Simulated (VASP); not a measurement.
**Bi2Te3: single point with PBE**

Crystal: Bi2Te3.

```
CELL_PARAMETERS angstrom
2.20850 1.27508 9.94667
-2.20850 1.27508 9.94667
0.00000 -2.55016 9.94667
ATOMIC_POSITIONS crystal
Bi 0.81200 0.81200 0.81200
Bi 0.40200 0.40200 0.40200
Te 0.61100 0.61100 0.61100
Te 0.20000 0.20000 0.20000
Te 0.00000 0.00000 0.00000
```

```yaml
Program: VASP 6.6.1
Task: single point
Functional: PBE
Potentials_or_basis: VASP PAW PBE potentials, release 64 (Bi_d, Te)
Cutoff: 520 eV
k_mesh: 1 × 1 × 1
Occupations: gaussian, width 0.1 eV
Spin: no spin polarisation
Dipole_correction: no
Further_INCAR_settings: ALGO = Normal; EDIFF = 1e-07; NBANDS = 32
```

```
Pressure               : 27.4 GPa
Largest force          : 3.097 eV/Å
Band gap on the k mesh : 0.15 eV
```

Forces in eV/Å, atoms in the order of the input:
```
Bi   0.000  0.000  3.097
Bi   0.000  0.000 -2.982
Te   0.000  0.000  1.974
Te   0.000  0.000 -2.151
Te   0.000  0.000  0.062
```

Stress tensor (GPa, compression positive):
```
41.60  0.00  0.00
 0.00 41.60  0.00
 0.00  0.00 -0.92
```

Levels at points of the mesh, in eV from the valence-band top:
| k point | band 20 | band 21 | band 22 | band 23 | band 24 | band 25 | band 26 | band 27 | band 28 | band 29 |
| --- | --- | --- | --- | --- | --- | --- | --- | --- | --- | --- |
| (0.00, 0.00, 0.00) | -1.72 | -1.72 | -0.02 | -0.02 | 0.00 | 0.15 | 0.19 | 0.19 | 2.23 | 2.23 |

Wall time 110 s on 1 thread of Intel Xeon 6975P-C, on a shared host, peak memory 0.87 GiB.

Caveat: the k points lie up to 1.66 Å⁻¹ apart; spin-orbit coupling is left out, which moves the levels of the heavy elements; forces of over 1 eV/Å act on the atoms, so gaps and moduli don't describe the material at rest. A k mesh can miss the band edges.
